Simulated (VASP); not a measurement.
ZrMo3, 4 atoms in the cell. It takes space group P6/mmm (No. 191, hexagonal). Conventional cell: a = 4.074 Å, b = 4.074 Å, c = 4.300 Å, α = 90.00°, β = 90.00°, γ = 120.00°. Within 2.8 Å of Zr (site symmetry 6/mmm) lie 8 Mo at 2.15 to 2.35 Å. Within 2.8 Å of Mo (site symmetry 6/mmm) lie 2 Zr at 2.15 Å. Mo (site symmetry -6m2) has 3 Zr at 2.35 Å and 9 Mo at 2.35 to 3.19 Å within 3.2 Å. 

| Property | Result |
| --- | --- |
| Program | VASP 6.6.1 |
| Task | single point |
| Functional | PBE |
| Potentials or basis | VASP PAW PBE potentials, release 64 (Zr_sv, Mo_sv) |
| Cutoff | 500 eV |
| k mesh | 6 × 6 × 4 |
| Occupations | gaussian, width 0.1 eV |
| Spin | no spin polarisation |
| Dipole correction | no |
| Further INCAR settings | ALGO = Normal; EDIFF = 1e-06; NBANDS = 35 |

Potentials or basis: VASP PAW PBE potentials, release 64 (Zr_sv, Mo_sv).

Run with:

```bash
$ cat potpaw_PBE.64/Zr_sv/POTCAR potpaw_PBE.64/Mo_sv/POTCAR > POTCAR
$ mpirun -np 1 vasp_std > vasp.out
```

Hardware: 1 thread of Intel Xeon 8259CL (shared host).

Estimate the wall time of this run.

It took 71 s on 1 thread of Intel Xeon 8259CL (shared host), peak memory 0.19 GiB. Counts: scf iterations 16, k points 21.
